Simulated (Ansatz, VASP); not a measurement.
# Two plane-wave programs on GaAs

The input INCAR:

```
SYSTEM = GaAs
PREC = Accurate ; ENCUT = 600
EDIFF = 1E-7 ; ISMEAR = -1
SIGMA = 0.02 ; LREAL = .False.
LASPH = .True. ; NELM = 100
ALGO = Normal ; ISIF = 3
LWAVE = .False. ; LCHARG = .False.
GGA = CA ; IBRION = 2
NSW = 60 ; EDIFFG = -0.005
```

Contents of KPOINTS:

```
Automatic mesh
0
Gamma
  10 10 10
  0 0 0
```

POSCAR

```
GaAs
1.0
    0.0000000000      2.8976292420      2.8976292420
    2.8976292420      0.0000000000      2.8976292420
    2.8976292420      2.8976292420      0.0000000000
Ga As
1 1
Direct
    0.0000000000      0.0000000000      0.0000000000
    0.2500000000      0.2500000000      0.2500000000
```

Input for Ansatz:

```yaml
crystal:
  lattice:
    - [0.0, 2.897629242, 2.897629242]
    - [2.897629242, 0.0, 2.897629242]
    - [2.897629242, 2.897629242, 0.0]
  atoms:
    - { symbol: Ga, position: [0.0, 0.0, 0.0] }
    - { symbol: As, position: [0.25, 0.25, 0.25] }
kpoints:
  mp_grid: { grid: [10, 10, 10] }
scf:
  occupations: { method: fermi_dirac, width: 0.02 }
hamiltonian:
  xc: lda
  pseudopotentials: { kind: paw }
output:
  forces: true
  stress: true
relax:
  f_tol: 0.005
  max_steps: 40
  cell: {}
```

Alike in both runs: task relaxation of cell and atoms; functional LDA; k mesh 10 × 10 × 10; occupations fermi-dirac, width 0.02 eV; no spin polarisation.

```csv
,VASP,Ansatz
version,VASP 6.6.1,Ansatz 0.2.0
potentials or method,"VASP PAW LDA potentials, release 64 (Ga_d, As)","PAW with Ansatz's default frozen-core files, scalar-relativistic"
plane-wave cutoff (eV),600,420
valence electrons in the cell,18,28
```

```csv
,VASP,Ansatz,Ansatz less VASP
relaxed volume (Å³/atom),22.07,21.99,-0.087
relaxed cell length with the largest relative difference (Å),3.967,3.962,-0.0052
```

LDA's correlation is that of Perdew and Zunger in VASP and of Perdew and Wang (1992) in Ansatz. VASP's potentials hold 18 valence electrons a cell and Ansatz's 28, so a difference there can come from the potentials and not from the codes.
